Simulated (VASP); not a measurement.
## TaN: single point with PBEsol

Crystal: TaN.

```
Ta N
1.0
     3.39912    0.00000    0.00000
     0.00000    3.39912    0.00000
     0.00000    0.00000    4.97696
Ta N
2 2
Direct
  0.00000 0.00000 0.00000
  0.50000 0.50000 0.00000
  0.50000 0.00000 0.26700
  0.00000 0.50000 0.73300
```

```yaml
Program: VASP 6.6.1
Task: single point
Functional: PBEsol
Potentials_or_basis: VASP PAW PBE potentials, release 64 (Ta_pv, N)
Cutoff: 520 eV
k_mesh: 8 × 8 × 6
Occupations: fermi-dirac, width 0.05 eV
Spin: non-collinear spin, zero start, spin-orbit coupling
Starting_moments: "[[0.0, 0.0, 0.0], [0.0, 0.0, 0.0], [0.0, 0.0, 0.0], [0.0, 0.0, 0.0]] μB"
Dipole_correction: no
Further_INCAR_settings: ALGO = Normal; EDIFF = 1e-06; NBANDS = 46
```

- Pressure: 32.1 GPa
- Largest force: 2.877 eV/Å
- Net moment: 0.00 μB per cell
- Valence electrons inside the program's atomic spheres: Ta 9.53; N 3.61

Forces on the atoms (eV/Å):
```
Ta   0.000  0.000  0.000
Ta   0.000  0.000  0.000
N    0.000  0.000 -2.877
N    0.000  0.000  2.877
```

Stress tensor (GPa, compression positive):
```
 59.16   0.00   0.00
  0.00  59.16   0.00
  0.00   0.00 -21.99
```

Moments on the atoms (μB; x, y, z):
```
Ta  0.00 0.00 0.00
Ta  0.00 0.00 0.00
N   0.00 0.00 0.00
N   0.00 0.00 0.00
```

Wall time 5.3 min on 1 thread of Intel(R) Xeon(R) Platinum 8259CL CPU @ 2.50GHz (Skylake/Cascade Lake), on a shared host, peak memory 0.43 GiB.

Caveat: the cell stands under pressure; the PAW data sets were made with another functional, which shifts forces and pressure a little.
